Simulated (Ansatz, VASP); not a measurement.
# NiO: VASP beside Ansatz

```xyz
4
Lattice="0.0000 1.7216 4.8689 -1.4909 -0.8608 4.8689 1.4909 -0.8608 4.8689" Properties=species:S:1:pos:R:3 pbc="T T T"
Ni    1.4909    0.8608    2.4344
Ni    1.4909    0.8608    9.7378
O     0.0000    0.0000    3.6517
O     0.0000    0.0000   10.9550
```

Alike in both runs: task single point; functional PBE; k mesh 10 × 10 × 10; occupations gaussian, width 0.05 eV; collinear spin.

|  | VASP | Ansatz |
| --- | --- | --- |
| version | VASP 6.6.1 | Ansatz 0.2.0 |
| potentials or method | VASP PAW PBE potentials, release 64 (Ni, O), cutoff 520 eV | scalar-relativistic, plane waves, PAW |
| valence electrons in the cell | 32 | 48 |

Ansatz gave:

| Property | Result |
| --- | --- |
| gap on the k mesh at the Fermi level (eV) | none |
| pressure (GPa) | 0.1 |
| net moment per atom (μB) | 0.91 |
| size of the moment on the site where the two differ most (μB) | 0.30 |

Task: What did VASP give for the same quantities?

Result: gap on the k mesh at the Fermi level (eV): none; pressure (GPa): -0.3; net moment per atom (μB): 0.89; size of the moment on the site where the two differ most (μB): 0.28.

Site moments also hang on the region over which each program counts them. A gap of «none» marks a metal or a gap that the smearing closes. VASP's potentials hold 32 valence electrons a cell and Ansatz's 48, so a difference there can come from the potentials and not from the codes.
